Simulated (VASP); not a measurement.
# CaO (I4/mmm) in VASP: a series of runs

CaO is run at these levels: PBEsol; tasks: single point.

All numbers are computed with VASP 6.6.1; they aren't measurements. Logs are shortened: lines on timing, memory, paths and dates and some standing lists are left out, and cuts for length are marked.

**1. The cell of the first run**

It takes space group I4/mmm (No. 139, tetragonal). The conventional cell has a = 3.335 Å, b = 3.335 Å, c = 14.473 Å, α = 90.00°, β = 90.00°, γ = 90.00°. Within 2.7 Å of Ca (site symmetry 4mm) lie 5 O at 2.01 to 2.36 Å. O (site symmetry 4mm) has 5 Ca at 2.01 to 2.36 Å within 2.7 Å.

**2. Single point, PBEsol (strain -0.1500 x Voigt [0, 0, 1, 0, 0, 0])**

INCAR reads:

```
PREC = Accurate
ENCUT = 520
EDIFF = 1E-6
ISMEAR = 0
SIGMA = 0.05
LREAL = F
LASPH = T
NELM = 100
ALGO = Normal
ISIF = 2
LWAVE = F
LCHARG = F
GGA = PS
NBANDS = 24
```

KPOINTS reads:

```
Automatic mesh
0
Gamma
  12 12 12
```

POSCAR reads:

```
CaO
1.0
   -1.6676340000      1.6676340000      7.2364682000
    1.6676340000     -1.6676340000      7.2364682000
    1.6676340000      1.6676340000     -7.2364682000
Ca O
2 2
Direct
    0.3204030000      0.3204030000      0.0000000000
    0.6795970000      0.6795970000      0.0000000000
    0.1818140000      0.1818140000      0.0000000000
    0.8181860000      0.8181860000      0.0000000000
```

Potentials or basis: VASP PAW PBE potentials, release 64 (Ca_sv, O).

On the command line:

```console
cat potpaw_PBE.64/Ca_sv/POTCAR potpaw_PBE.64/O/POTCAR > POTCAR
mpirun -np 1 vasp_std > vasp.out
```

OUTCAR:

```text
PREC = Accurate
   ENCUT = 520
   EDIFF = 1E-6
   ISMEAR = 0
   LREAL = F
   LASPH = T
   NELM = 100
   ISIF = 2
   GGA = PS

 ion  position               nearest neighbor table
   1  0.320  0.320  0.000-   3 2.01   4 2.36   4 2.36   4 2.36   4 2.36   2 3.12   2 3.12   2 3.12
                             2 3.12
   2  0.680  0.680  0.000-   4 2.01   3 2.36   3 2.36   3 2.36   3 2.36   1 3.12   1 3.12   1 3.12
                             1 3.12
   3  0.182  0.182  0.000-   1 2.01   2 2.36   2 2.36   2 2.36   2 2.36
   4  0.818  0.818  0.000-   2 2.01   1 2.36   1 2.36   1 2.36   1 2.36

  LATTYP: Found a body centered tetragonal cell.
 ALAT       =     3.3352680000
 C/A-ratio  =     4.3393623541

  Lattice vectors:

 A1 = (  -1.6676340000,   1.6676340000,   7.2364682000)
 A2 = (   1.6676340000,  -1.6676340000,   7.2364682000)
 A3 = (   1.6676340000,   1.6676340000,  -7.2364682000)

Analysis of symmetry for initial positions (statically):
=====================================================================
 Subroutine PRICEL returns:
 Original cell was already a primitive cell.

 Routine SETGRP: Setting up the symmetry group for a
 body centered tetragonal supercell.

 Subroutine GETGRP returns: Found 16 space group operations
 (whereof 16 operations were pure point group operations)
 out of a pool of 16 trial point group operations.

The static configuration has the point symmetry D_4h.

Analysis of symmetry for dynamics (positions and initial velocities):
=====================================================================
 Subroutine PRICEL returns:
 Original cell was already a primitive cell.

 Routine SETGRP: Setting up the symmetry group for a
 body centered tetragonal supercell.

 Subroutine GETGRP returns: Found 16 space group operations
 (whereof 16 operations were pure point group operations)
 out of a pool of 16 trial point group operations.

The dynamic configuration has the point symmetry D_4h.

 Subroutine INISYM returns: Found 16 space group operations
 (whereof 16 operations are pure point group operations),
 and found     1 'primitive' translations

----------------------------------------------------------------------------------------

                                     Primitive cell

  volume of cell :      80.4986

  direct lattice vectors                    reciprocal lattice vectors
    -1.667634000  1.667634000  7.236468200     0.000000000  0.299825981  0.069094479
     1.667634000 -1.667634000  7.236468200     0.299825981  0.000000000  0.069094479
     1.667634000  1.667634000 -7.236468200     0.299825981  0.299825981  0.000000000

  length of vectors
     7.611076029  7.611076029  7.611076029     0.307684361  0.307684361  0.424017969

  position of ions in fractional coordinates (direct lattice)
     0.320403000  0.320403000  0.000000000
     0.679597000  0.679597000  0.000000000
     0.181814000  0.181814000  0.000000000
     0.818186000  0.818186000  0.000000000

  ion indices of the primitive-cell ions
   primitive index   ion index
                 1           1
                 2           2
                 3           3
                 4           4

----------------------------------------------------------------------------------------

 KPOINTS: Automatic mesh

Automatic generation of k-mesh.
 Grid dimensions read from file:
 generate k-points for:   12   12   12

 Generating k-lattice:

  Cartesian coordinates                     Fractional coordinates (reciprocal lattice)
     0.000000000  0.024985498  0.005757873     0.083333333  0.000000000  0.000000000
     0.024985498  0.000000000  0.005757873     0.000000000  0.083333333  0.000000000
     0.024985498  0.024985498  0.000000000     0.000000000  0.000000000  0.083333333

  Length of vectors
     0.025640363  0.025640363  0.035334831

  Shift w.r.t. Gamma in fractional coordinates (k-lattice)
     0.000000000  0.000000000  0.000000000

 Subroutine IBZKPT returns following result:
 ===========================================

 Found    163 irreducible k-points:

 Following reciprocal coordinates:
            Coordinates               Weight
  0.000000  0.000000  0.000000      1.000000
  0.083333  0.000000 -0.000000      8.000000
  0.166667  0.000000 -0.000000      8.000000
  0.250000  0.000000  0.000000      8.000000
  0.333333  0.000000  0.000000      8.000000
  0.416667  0.000000 -0.000000      8.000000
[... 16 lines left out ...]
  0.500000  0.166667  0.000000     16.000000
 -0.416667  0.166667  0.000000     16.000000
 [... further k-points ...]
   k-points           NKPTS =    163   k-points in BZ     NKDIM =    163   number of bands    NBANDS=     24
   number of dos      NEDOS =    301   number of ions     NIONS =      4
   total plane-waves  NPLWV = 216000
   dimension x,y,z NGX =    60 NGY =   60 NGZ =   60
   dimension x,y,z NGXF=   120 NGYF=  120 NGZF=  120
   ions per type =               2   2
   NGX,Y,Z   is equivalent  to a cutoff of  13.11, 13.11, 13.11 a.u.
   NGXF,Y,Z  is equivalent  to a cutoff of  26.21, 26.21, 26.21 a.u.
 SYSTEM =  unknown system
   PREC   = accura    normal or accurate (medium, high low for compatibility)
   ISTART =      0    job   : 0-new  1-cont  2-samecut
   ICHARG =      2    charge: 1-file 2-atom 10-const
   ISPIN  =      1    spin polarized calculation?
   LNONCOLLINEAR =      F non collinear calculations
   LSORBIT =      F    spin-orbit coupling
   LASPH  =      T    aspherical Exc in radial PAW
   ENCUT  =  520.0 eV  38.22 Ry    6.18 a.u.  14.15 14.15 14.15*2*pi/ulx,y,z
   NELM   =    100;   NELMIN=  2; NELMDL= -5     # of ELM steps
   EDIFF  = 0.1E-05   stopping-criterion for ELM
   LREAL  =      F    real-space projection
   EDIFFG = 0.1E-04   stopping-criterion for IOM
   NSW    =      0    number of steps for IOM
   IBRION =     -1    ionic relax: 0-MD 1-quasi-New 2-CG
   NFREE  =      0    steps in history (QN), initial steepest desc. (CG)
   ISIF   =      2    stress and relaxation
   ISYM   =      2    0-nonsym 1-usesym 2-fastsym
   POTIM  = 0.5000    time-step for ionic-motion
   TEBEG  =    0.0;   TEEND  =   0.0 temperature during run
   PSTRESS=    0.0 pullay stress
   NELECT =      32.0000    total number of electrons
   NUPDOWN=      -1.0000    fix difference up-down
   EMIN   =  10.00;   EMAX   =-10.00  energy-range for DOS
   EFERMI =   0.00;   METHOD = LEGACY
   ISMEAR =     0;   SIGMA  =   0.05  broadening in eV -4-tet -1-fermi 0-gaus
   EFERMI_NEDOS =   21; number of points for ismear=-14 and -15
   IALGO  =     38    algorithm
   IMIX   =      4    mixing-type and parameters
     AMIX     =   0.40;   BMIX     =  1.00
     AMIX_MAG =   1.60;   BMIX_MAG =  1.00
  volume/ion in A,a.u.               =      20.12       135.81
  Fermi-wavevector in a.u.,A,eV,Ry     =   1.203729  2.274718 19.714350  1.448964
  Thomas-Fermi vector in A             =   2.339474
   LORBIT       =      0    0 simple, 1 ext, 2 COOP (PROOUT), +10 PAW based schemes
   GGA     = PS    functional components
   LHFCALC =     F    Hartree Fock is set to
   AEXX    =    0.0000 exact exchange contribution
   IVDW    =     0    specifies the selected vdW correction
   LEPSILON=     F    determine dielectric tensor
   LRPA    =     F    only Hartree local field effects (RPA)
 non-spin polarized calculation
 Gauss-broadening in eV      SIGMA  =   0.05
  energy-cutoff  :      520.00
  volume of cell :       80.50
 maximum number of plane-waves:      2200
 NGX is ok and might be reduce to    60
   NGX = 29   NGY = 29   NGZ = 29

 number of electron      32.0000001 magnetization

 Free energy of the ion-electron system (eV)
  ---------------------------------------------------
  ext. energy  EPLUGINS =         0.00000000
  ---------------------------------------------------
  free energy    TOTEN  =       -25.29784535 eV

  energy without entropy =      -25.29784535  energy(sigma->0) =      -25.29784535

 E-fermi :   0.4000     XC(G=0):  -8.0532

 val. band max:        0.0480216278   @ k =   0.5000   0.5000   0.5000
 cond. band min:       2.7802754923   @ k =   0.0000   0.0000   0.0000
 fundamental gap:      2.7322538645
 Fermi energy:         0.4000428039

 k-point     1 :       0.0000    0.0000    0.0000
  band No.  band energies     occupation
      1     -36.9788      2.00000
      2     -36.7767      2.00000
      3     -19.0196      2.00000
      4     -18.4877      2.00000
      5     -18.0318      2.00000
      6     -18.0318      2.00000
[... 16 lines left out ...]
     23       7.5333      0.00000
     24       8.1944      0.00000

 k-point     2 :       0.0833    0.0000   -0.0000
  band No.  band energies     occupation
      1     -36.9723      2.00000
      2     -36.7769      2.00000
      3     -19.0330      2.00000
      4     -18.5688      2.00000
      5     -18.0215      2.00000
      6     -18.0023      2.00000
[... 16 lines left out ...]
     23       7.5748      0.00000
     24       8.3658      0.00000

 k-point     3 :       0.1667    0.0000   -0.0000
  band No.  band energies     occupation
      1     -36.9537      2.00000
      2     -36.7783      2.00000
      3     -19.0761      2.00000
      4     -18.7515      2.00000
      5     -17.9921      2.00000
      6     -17.9572      2.00000
[... 16 lines left out ...]
     23       7.6985      0.00000
     24       8.8294      0.00000

 k-point     4 :       0.2500    0.0000    0.0000
  band No.  band energies     occupation
      1     -36.9260      2.00000
      2     -36.7824      2.00000
      3     -19.1494      2.00000
      4     -18.9584      2.00000
      5     -17.9480      2.00000
      6     -17.9333      2.00000
[... 16 lines left out ...]
     23       8.0990      0.00000
     24       8.8565      0.00000

 k-point     5 :       0.3333    0.0000    0.0000
  band No.  band energies     occupation
      1     -36.8933      2.00000
      2     -36.7915      2.00000
      3     -19.2366      2.00000
      4     -19.1404      2.00000
      5     -17.9804      2.00000
      6     -17.9315      2.00000
[... 16 lines left out ...]
     23       8.6364      0.00000
     24       8.7207      0.00000

 k-point     6 :       0.4167    0.0000   -0.0000
  band No.  band energies     occupation
      1     -36.8601      2.00000
      2     -36.8073      2.00000
      3     -19.3045      2.00000
      4     -19.2663      2.00000
      5     -17.9875      2.00000
      6     -17.9475      2.00000
[... 16 lines left out ...]
     23       8.4992      0.00000
     24       9.0458      0.00000
[... 379 lines left out ...]
 k-point    21 :       0.3333    0.1667    0.0000
  band No.  band energies     occupation
      1     -36.8758      2.00000
      2     -36.7874      2.00000
      3     -19.1766      2.00000
      4     -19.0453      2.00000
      5     -18.1451      2.00000
      6     -18.0050      2.00000
[... 16 lines left out ...]
     23       8.4648      0.00000
     24       8.9580      0.00000

 k-point    22 :       0.4167    0.1667   -0.0000
  band No.  band energies     occupation
      1     -36.8460      2.00000
      2     -36.8002      2.00000
      3     -19.2094      2.00000
      4     -19.1493      2.00000
      5     -18.0957      2.00000
      6     -18.0322      2.00000
[... 16 lines left out ...]
     23       8.5308      0.00000
     24       9.1129      0.00000

 k-point    23 :       0.5000    0.1667    0.0000
  band No.  band energies     occupation
      1     -36.8200      2.00000
      2     -36.8200      2.00000
      3     -19.2055      2.00000
      4     -19.2051      2.00000
      5     -18.0558      2.00000
      6     -18.0552      2.00000
[... 16 lines left out ...]
     23       8.5959      0.00000
     24       9.1114      0.00000

 k-point    24 :      -0.4167    0.1667    0.0000
  band No.  band energies     occupation
      1     -36.8460      2.00000
      2     -36.8002      2.00000
      3     -19.2096      2.00000
      4     -19.1490      2.00000
      5     -18.0955      2.00000
      6     -18.0326      2.00000
[... 16 lines left out ...]
     23       8.6881      0.00000
     24       9.1012      0.00000

 [... further k-points ...]
[... 5 lines left out ...]
  --------------------------------------------------------------------------------------
  -------------------------------------------------------------------------------------
  Total        0.6692607      0.6692607      9.6875235      0.0000000     -0.0000000      0.0000000
  in kB       13.3204149     13.3204149    192.8125147      0.0000000     -0.0000000      0.0000000
  external PRESSURE =      73.1511148 kB  Pullay stress =       0.0000000 kB

 VOLUME and BASIS-vectors are now :
 -----------------------------------------------------------------------------
  energy-cutoff  :      520.00
  volume of cell :       80.50
      direct lattice vectors                 reciprocal lattice vectors
    -1.667634000  1.667634000  7.236468200     0.000000000  0.299825981  0.069094479
     1.667634000 -1.667634000  7.236468200     0.299825981  0.000000000  0.069094479
     1.667634000  1.667634000 -7.236468200     0.299825981  0.299825981  0.000000000

 POSITION                                       TOTAL-FORCE (eV/Angst)
 -----------------------------------------------------------------------------------
      0.00000      0.00000      4.63717        -0.000000     -0.000000      2.877912
      0.00000      0.00000      9.83576         0.000000      0.000000     -2.877912
      0.00000      0.00000      2.63138        -0.000000     -0.000000     -1.940705
      0.00000      0.00000     11.84155        -0.000000     -0.000000      1.940705
 -----------------------------------------------------------------------------------
    total drift:                               -0.000000     -0.000000      0.000000

  FREE ENERGIE OF THE ION-ELECTRON SYSTEM (eV)
  ---------------------------------------------------
  free  energy   TOTEN  =       -25.2978453547 eV

  energy  without entropy=      -25.2978453547  energy(sigma->0) =      -25.29784535
```

Wall time 17 min (1 thread of AMD EPYC 9R45 (Zen 5), shared host); peak memory 0.62 GiB.

What came out:

```yaml
Free_energy: -25.2978 eV
Pressure: 7.3 GPa
Largest_force: 2.878 eV/Å
Band_gap_on_the_k_mesh: 2.73 eV, indirect (the least direct gap lies 1.7 meV higher)
```

Forces on the atoms (eV/Å):
```
Ca   0.000  0.000  2.878
Ca   0.000  0.000 -2.878
O    0.000  0.000 -1.941
O    0.000  0.000  1.941
```

Stress tensor (GPa, compression positive):
```
 1.33  0.00  0.00
 0.00  1.33  0.00
 0.00  0.00 19.28
```

Levels at points of the mesh, in eV from the valence-band top:
```
           k point  band 14  band 15  band 16  band 17  band 18  band 19
(0.00, 0.00, 0.00)    -0.30     0.00     0.00     2.73     3.91     6.08
(0.50, 0.00, 0.00)    -1.18    -0.75    -0.69     5.32     6.00     7.47
(0.50, 0.50, 0.00)    -0.48    -0.41    -0.38     4.94     5.19     7.39
(0.50, 0.50, 0.50)    -0.30     0.00     0.00     3.69     3.90     5.59
```

Caveat: the cell differs from its parent crystal (strain -0.1500 x Voigt [0, 0, 1, 0, 0, 0]); the PAW data sets were made with another functional, which shifts forces and pressure a little. A k mesh can miss the band edges.

**3. Single point, PBEsol (strain +0.0375 x Voigt [0, 0, 1, 0, 0, 0])**

INCAR reads:

```
SYSTEM = CaO
PREC = Accurate
ENCUT = 520
EDIFF = 1E-6
ISMEAR = 0
SIGMA = 0.05
LREAL = .False.
LASPH = .True.
NELM = 100
ALGO = Normal
ISIF = 2
LWAVE = .False.
LCHARG = .True.
GGA = PS
LELF = .True.
LVHAR = .True.
NBANDS = 24
```

KPOINTS reads:

```
Automatic mesh
0
Gamma
  12 12 12
  0 0 0
```

POSCAR reads:

```
CaO
1.0
   -1.6676340000      1.6676340000      8.8327479500
    1.6676340000     -1.6676340000      8.8327479500
    1.6676340000      1.6676340000     -8.8327479500
Ca O
2 2
Direct
    0.3204030000      0.3204030000      0.0000000000
    0.6795970000      0.6795970000      0.0000000000
    0.1818140000      0.1818140000      0.0000000000
    0.8181860000      0.8181860000      0.0000000000
```

Potentials or basis: VASP PAW PBE potentials, release 64 (Ca_sv, O).

On the command line:

```console
cat potpaw_PBE.64/Ca_sv/POTCAR potpaw_PBE.64/O/POTCAR > POTCAR
mpirun -np 1 vasp_std > vasp.out
```

It took 30 min on 1 thread of AMD EPYC 9R45 (Zen 5), shared host; peak memory 0.84 GiB.

Results (log left out):

| Quantity | Value |
| --- | --- |
| Free energy | -25.8119 eV |
| Pressure | -3.3 GPa |
| Largest force | 0.484 eV/Å |
| Band gap on the k mesh | 2.13 eV, direct |

Forces on the atoms (eV/Å):
```
Ca   0.000  0.000 -0.484
Ca   0.000  0.000  0.484
O    0.000  0.000  0.231
O    0.000  0.000 -0.231
```

Stress tensor (GPa, compression positive):
```
-3.47  0.00  0.00
 0.00 -3.47  0.00
 0.00  0.00 -2.95
```

Levels at points of the mesh, in eV from the valence-band top:
```
           k point  band 13  band 14  band 15  band 16  band 17  band 18  band 19  band 20
(0.00, 0.00, 0.00)    -0.23    -0.23     0.00     0.00     2.13     3.93     4.92     5.04
(0.50, 0.00, 0.00)    -1.18    -1.18    -1.08    -1.07     4.93     5.51     6.24     6.46
(0.50, 0.50, 0.00)    -0.61    -0.61    -0.57    -0.57     4.30     4.36     6.39     6.61
(0.50, 0.50, 0.50)    -0.23    -0.23     0.00     0.00     2.86     3.60     3.92     5.05
```

Caveat: the cell differs from its parent crystal (strain +0.0375 x Voigt [0, 0, 1, 0, 0, 0]); the PAW data sets were made with another functional, which shifts forces and pressure a little. A k mesh can miss the band edges.
